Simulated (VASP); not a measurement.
CuO, 4 atoms in the cell. Symmetry: C2/c, No. 15, monoclinic system. Conventional cell: a = 4.673 Å, b = 3.477 Å, c = 5.119 Å, α = 90.00°, β = 98.56°, γ = 90.00°. Cu (site symmetry -1) has 4 O at 1.91 to 1.98 Å within 2.5 Å. O (site symmetry 2) has 4 Cu at 1.91 to 1.98 Å and 2 O at 2.58 Å within 2.6 Å. 

| Property | Result |
| --- | --- |
| Program | VASP 6.6.1 |
| Task | single point |
| Functional | r2SCAN |
| Potentials or basis | VASP PAW PBE potentials, release 64 (Cu, O) |
| Cutoff | 520 eV |
| k mesh | 7 × 7 × 4 |
| Occupations | fermi-dirac, width 0.05 eV |
| Spin | collinear spin |
| Starting moments | [1.0, 0.0, 0.0, 0.0] μB |
| Dipole correction | no |
| Further INCAR settings | ALGO = Normal; EDIFF = 1e-06; NBANDS = 29 |

Potentials or basis: VASP PAW PBE potentials, release 64 (Cu, O).

The run is started by

```bash
$ cat potpaw_PBE.64/Cu/POTCAR potpaw_PBE.64/O/POTCAR > POTCAR
$ cp INCAR.step1 INCAR
$ mpirun -np 1 vasp_std > vasp.out
$ cp INCAR.step2 INCAR
$ mpirun -np 1 vasp_std > vasp.out
```

Hardware: 1 × NVIDIA H100 80GB with 1 thread of AMD EPYC 7R13 Processor (Zen 3), with other jobs on the host.

Task: Estimate the wall time of this run.

Result: Run time: 21 min on 1 × NVIDIA H100 80GB with 1 thread of AMD EPYC 7R13 Processor (Zen 3) (shared host), peak memory 1.3 GiB. Counts: k points 99.
